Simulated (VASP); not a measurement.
## AlN: single point with PBE0

**Experimental background.**

“Self-assembly of well-separated AlN nanowires directly on sputtered metallic TiN films”, 2019, arxiv:1910.07391 quotes, for a bulk crystal of AlN at 10 K: band gap 6.034 eV (an exciton energy, a little under the gap).

Crystal: AlN.

```
Al N
1.0
     3.10669    0.00000    0.00000
    -1.55335    2.69048    0.00000
     0.00000    0.00000    4.97859
Al N
2 2
Direct
  0.33333 0.66667 0.99920
  0.66667 0.33333 0.49920
  0.33333 0.66667 0.38080
  0.66667 0.33333 0.88080
```

```json
{
 "Program": "VASP 6.6.1",
 "Task": "single point",
 "Functional": "PBE0",
 "Potentials or basis": "VASP PAW PBE potentials, release 64 (Al, N)",
 "Cutoff": "520 eV",
 "k mesh": "6 × 6 × 4",
 "Occupations": "gaussian, width 0.01 eV",
 "Spin": "no spin polarisation",
 "Dipole correction": "no",
 "Grid for exact exchange (PRECFOCK)": "Normal",
 "Further INCAR settings": "ALGO = Normal; EDIFF = 1e-06; NBANDS = 16",
 "Share of exact exchange": "0.25"
}
```

The pressure is -0.8 GPa, the largest force is 0.007 eV/Å and the band gap on the k mesh is 6.33 eV.

Forces in eV/Å, atoms in the order of the input:
```
Al   0.000  0.000 -0.007
Al   0.000  0.000 -0.007
N    0.000  0.000  0.007
N    0.000  0.000  0.007
```

Stress tensor (GPa, compression positive):
```
-0.76  0.00  0.00
 0.00 -0.76  0.00
 0.00  0.00 -0.91
```

Levels at points of the mesh, in eV from the valence-band top:
```tsv
k point	band 4	band 5	band 6	band 7	band 8	band 9	band 10	band 11	band 12	band 13
(0.00, 0.00, 0.00)	-0.96	-0.96	-0.23	-0.23	0.00	6.33	8.93	13.27	13.58	13.58
(0.50, 0.00, 0.00)	-4.57	-3.67	-2.31	-1.92	-0.77	7.93	7.95	10.52	12.88	13.31
(0.00, 0.00, 0.50)	-3.63	-0.61	-0.61	-0.61	-0.61	8.75	8.75	12.81	12.81	13.91
(0.50, 0.00, 0.50)	-6.13	-1.62	-1.62	-1.50	-1.50	7.41	7.41	11.58	11.58	14.59
```

Run time: 11 min on 1 thread of Intel(R) Xeon(R) 6975P-C (Granite Rapids), on a shared host, peak memory 0.17 GiB.

A measured gap of AlN is 6.034 eV (an exciton energy, a little under the gap; 10 K; quoted in “Self-assembly of well-separated AlN nanowires directly on sputtered metallic TiN films”, 2019, arxiv:1910.07391); the calculated 6.33 eV misses it by +0.30 eV. 2 values of this kind are on record (6.034 to 6.0343 eV); this one was drawn at random. The value is that of PBE0, without temperature or zero-point motion.

Caveat: the PAW data sets were made with another functional, which shifts forces and pressure a little.
